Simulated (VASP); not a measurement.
# SiB5C in VASP: single point with PBE

Aim: the single point of SiB5C with PBE.

Everything below comes from runs of VASP 6.6.1. Logs are shortened: lines on timing, memory, paths and dates and some standing lists are left out, and cuts for length are marked.

## 1. The cell of the first run

The typed cell holds 7 atoms: a = 4.351 Å, b = 4.351 Å, c = 4.290 Å, α = 60.47°, β = 60.47°, γ = 59.07°.

The cell was built from a structure type or drawn by symmetry, and may not be a known phase.

## 2. Single point, PBE

INCAR reads:

```
SYSTEM = SiB5C
PREC = Accurate ; ENCUT = 600
EDIFF = 1E-6 ; ISMEAR = 0
SIGMA = 0.2 ; LREAL = .False.
LASPH = .True. ; NELM = 120
ALGO = Normal ; ISIF = 2
LWAVE = .False. ; LCHARG = .True.
GGA = PE ; LELF = .True.
LVHAR = .True. ; NBANDS = 20
GGA_COMPAT = .False.
```

KPOINTS reads:

```
Automatic mesh
0
Gamma
  4 4 4
  0 0 0
```

POSCAR reads:

```
SiB5C
1.0
    0.0000000000      3.0331578674      3.1195763539
    3.0333119404      0.0000000000      3.1195763539
    3.0333119404      3.0331578674      0.0000000000
Si B C
1 5 1
Direct
    0.7922336494      0.7922336494      0.2077663506
    0.2729907041      0.2729629461      0.4303114579
    0.2729629461      0.2729907041      0.0237348919
    0.5696885421      0.9762651081      0.7270092959
    0.9762651081      0.5696885421      0.7270370539
    0.4701439097      0.4701439097      0.5298560903
    0.0974818104      0.0974818104      0.9025181896
```

Potentials or basis: VASP PAW PBE potentials, release 64 (Si, B, C).

Command:

```
$ cat potpaw_PBE.64/Si/POTCAR potpaw_PBE.64/B/POTCAR potpaw_PBE.64/C/POTCAR > POTCAR
$ mpirun -np 1 vasp_std > vasp.out
```

OUTCAR:

```text
SYSTEM = SiB5C
   PREC = Accurate
   ENCUT = 600
   EDIFF = 1E-6
   ISMEAR = 0
   LREAL = .False.
   LASPH = .True.
   NELM = 120
   ISIF = 2
   GGA = PE

 ion  position               nearest neighbor table
   1  0.792  0.792  0.208-   7 1.90   6 2.01   4 2.32   5 2.32   3 2.32   2 2.32   2 2.32   4 2.32
                             5 2.32   3 2.32
   2  0.273  0.273  0.430-   7 1.68   3 1.74   6 1.77   4 1.80   5 1.80   1 2.32   1 2.32
   3  0.273  0.273  0.024-   7 1.68   2 1.74   6 1.77   5 1.80   4 1.80   1 2.32   1 2.32
   4  0.570  0.976  0.727-   7 1.68   5 1.74   6 1.77   2 1.80   3 1.80   1 2.32   1 2.32
   5  0.976  0.570  0.727-   7 1.68   4 1.74   6 1.77   3 1.80   2 1.80   1 2.32   1 2.32
   6  0.470  0.470  0.530-   2 1.77   3 1.77   4 1.77   5 1.77   1 2.01
   7  0.097  0.097  0.903-   2 1.68   3 1.68   4 1.68   5 1.68   1 1.90

  LATTYP: Found a face centered orthorhombic cell.
 ALAT       =     6.0663157348
 B/A-ratio  =     1.0000507962
 C/A-ratio  =     1.0284912590

  Lattice vectors:

 A1 = (   3.0333119404,   0.0000000000,  -3.1195763539)
 A2 = (   0.0000000000,   3.0331578674,  -3.1195763539)
 A3 = (   3.0333119404,   3.0331578674,   0.0000000000)

Analysis of symmetry for initial positions (statically):
=====================================================================
 Subroutine PRICEL returns:
 Original cell was already a primitive cell.

 Routine SETGRP: Setting up the symmetry group for a
 face centered orthorhombic supercell.

 Subroutine GETGRP returns: Found  4 space group operations
 (whereof  4 operations were pure point group operations)
 out of a pool of  8 trial point group operations.

The static configuration has the point symmetry C_2v.

Analysis of symmetry for dynamics (positions and initial velocities):
=====================================================================
 Subroutine PRICEL returns:
 Original cell was already a primitive cell.

 Routine SETGRP: Setting up the symmetry group for a
 face centered orthorhombic supercell.

 Subroutine GETGRP returns: Found  4 space group operations
 (whereof  4 operations were pure point group operations)
 out of a pool of  8 trial point group operations.

The dynamic configuration has the point symmetry C_2v.

 Subroutine INISYM returns: Found  4 space group operations
 (whereof  4 operations are pure point group operations),
[... 99 lines left out ...]
   EDIFF  = 0.1E-05   stopping-criterion for ELM
   LREAL  =      F    real-space projection
   EDIFFG = 0.1E-04   stopping-criterion for IOM
   NSW    =      0    number of steps for IOM
   IBRION =     -1    ionic relax: 0-MD 1-quasi-New 2-CG
   NFREE  =      0    steps in history (QN), initial steepest desc. (CG)
   ISIF   =      2    stress and relaxation
   ISYM   =      2    0-nonsym 1-usesym 2-fastsym
   POTIM  = 0.5000    time-step for ionic-motion
   TEBEG  =    0.0;   TEEND  =   0.0 temperature during run
   PSTRESS=    0.0 pullay stress
   NELECT =      23.0000    total number of electrons
   NUPDOWN=      -1.0000    fix difference up-down
   EMIN   =  10.00;   EMAX   =-10.00  energy-range for DOS
   EFERMI =   0.00;   METHOD = LEGACY
   ISMEAR =     0;   SIGMA  =   0.20  broadening in eV -4-tet -1-fermi 0-gaus
   EFERMI_NEDOS =   21; number of points for ismear=-14 and -15
   IALGO  =     38    algorithm
   IMIX   =      4    mixing-type and parameters
     AMIX     =   0.40;   BMIX     =  1.00
     AMIX_MAG =   1.60;   BMIX_MAG =  1.00
  volume/ion in A,a.u.               =       8.20        55.34
  Fermi-wavevector in a.u.,A,eV,Ry     =   1.206901  2.280712 19.818373  1.456609
  Thomas-Fermi vector in A             =   2.342554
   LORBIT       =      0    0 simple, 1 ext, 2 COOP (PROOUT), +10 PAW based schemes
   GGA     = PE    functional components
   LHFCALC =     F    Hartree Fock is set to
   AEXX    =    0.0000 exact exchange contribution
   IVDW    =     0    specifies the selected vdW correction
   LEPSILON=     F    determine dielectric tensor
   LRPA    =     F    only Hartree local field effects (RPA)
 non-spin polarized calculation
 Gauss-broadening in eV      SIGMA  =   0.20
  energy-cutoff  :      600.00
  volume of cell :       57.40
 maximum number of plane-waves:      1956
 NGX is ok and might be reduce to    36
   NGX = 17   NGY = 17   NGZ = 17

 number of electron      23.0000000 magnetization

 Free energy of the ion-electron system (eV)
  ---------------------------------------------------
  ext. energy  EPLUGINS =         0.00000000
  ---------------------------------------------------
  free energy    TOTEN  =       -45.33950022 eV

  energy without entropy =      -45.33492152  energy(sigma->0) =      -45.33721087

 E-fermi :   7.9124     XC(G=0): -11.5410

 val. band max:        7.9046891719   @ k =   0.5000   0.5000   0.0000
 cond. band min:       8.3192903120   @ k =   0.5000   0.2500  -0.0000
 fundamental gap:      0.4146011402
 Fermi energy:         7.9123916474

 k-point     1 :       0.0000    0.0000    0.0000
  band No.  band energies     occupation
      1     -10.0080      2.00000
      2      -3.4681      2.00000
      3      -1.2156      2.00000
      4      -0.7339      2.00000
      5      -0.7328      2.00000
      6       1.0541      2.00000
[... 403 lines left out ...]
     19      14.4612      0.00000
     20      14.7048      0.00000

------------------------ aborting loop because EDIFF is reached ----------------------------------------

  FORCE on cell =-STRESS in cart. coord.  units (eV):
  Direction    XX          YY          ZZ          XY          YZ          ZX
  --------------------------------------------------------------------------------------
  -------------------------------------------------------------------------------------
  Total       -0.0944819     -0.0896177     -0.1180713      0.0000000      0.0000000      0.0000000
  in kB       -2.6370680     -2.5013048     -3.2954693      0.0000000      0.0000000      0.0000000
  external PRESSURE =      -2.8112807 kB  Pullay stress =       0.0000000 kB

 VOLUME and BASIS-vectors are now :
 -----------------------------------------------------------------------------
  energy-cutoff  :      600.00
  volume of cell :       57.40
      direct lattice vectors                 reciprocal lattice vectors
     0.000000000  3.033157867  3.119576354    -0.164836327  0.164844700  0.160278173
     3.033311940  0.000000000  3.119576354     0.164836327 -0.164844700  0.160278173
     3.033311940  3.033157867  0.000000000     0.164836327  0.164844700 -0.160278173

 POSITION                                       TOTAL-FORCE (eV/Angst)
 -----------------------------------------------------------------------------------
      3.03331      3.03316      4.94287        -0.000000      0.000000     -0.000974
      2.13325      2.13323      1.70314        -0.010629     -0.011928     -0.004870
      0.90006      0.89993      1.70314         0.010629      0.011928     -0.004870
      5.16656      3.93309      4.82272        -0.010629      0.011928     -0.004870
      3.93337      5.16638      4.82272         0.010629     -0.011928     -0.004870
      3.03331      3.03316      2.93330        -0.000000      0.000000      0.016030
      3.03331      3.03316      0.60820        -0.000000      0.000000      0.004425
 -----------------------------------------------------------------------------------
    total drift:                                0.000000      0.000000     -0.000114

  FREE ENERGIE OF THE ION-ELECTRON SYSTEM (eV)
  ---------------------------------------------------
  free  energy   TOTEN  =       -45.3395002186 eV

  energy  without entropy=      -45.3349215151  energy(sigma->0) =      -45.33721087
```

Wall time 54 s (1 thread of Intel Xeon 8259CL, shared host); peak memory 0.2 GiB.

What came out:

```yaml
Free_energy: -45.3395 eV
Pressure: -0.3 GPa
Largest_force: 0.017 eV/Å
Band_gap_on_the_k_mesh: zero (an odd number of electrons rules out a gap without spin polarisation)
```

Forces in eV/Å, atoms in the order of the input:
```
Si   0.000  0.000 -0.001
B   -0.011 -0.012 -0.005
B    0.011  0.012 -0.005
B   -0.011  0.012 -0.005
B    0.011 -0.012 -0.005
B    0.000  0.000  0.016
C    0.000  0.000  0.004
```

Caveat: the k points lie up to 0.44 Å⁻¹ apart, too coarse for converged energies and pressures of a metal.
